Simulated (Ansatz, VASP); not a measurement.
**In2O in VASP and in Ansatz**

```
CELL_PARAMETERS angstrom
5.13438 0.00000 0.00000
0.00000 5.13438 0.00000
0.00000 0.00000 5.13438
ATOMIC_POSITIONS crystal
In 0.75000 0.75000 0.75000
In 0.75000 0.25000 0.25000
In 0.25000 0.25000 0.75000
In 0.25000 0.75000 0.25000
O 0.00000 0.00000 0.00000
O 0.50000 0.50000 0.50000
```

Change from the starting cell: species swapped into the Ag2O type (Pn-3m, No. 224).

Alike in both runs: functional PBE; k mesh 8 × 8 × 8; occupations gaussian, width 0.1 eV; no spin polarisation.

Ansatz relaxed the structure, and its values are those at the end. VASP's run is a single point on that final structure, the one shown.

```csv
,VASP,Ansatz
version,VASP 6.6.1,Ansatz 0.2.0
potentials or method,"VASP PAW PBE potentials, release 64 (In_d, O), cutoff 600 eV","scalar-relativistic, plane waves, PAW"
valence electrons in the cell,64,64
```

```csv
,VASP,Ansatz,Ansatz less VASP
gap on the k mesh at the Fermi level (eV),none,none,-
pressure (GPa),0.1,0.0,-0.08
```

A gap of «none» marks a metal or a gap that the smearing closes.
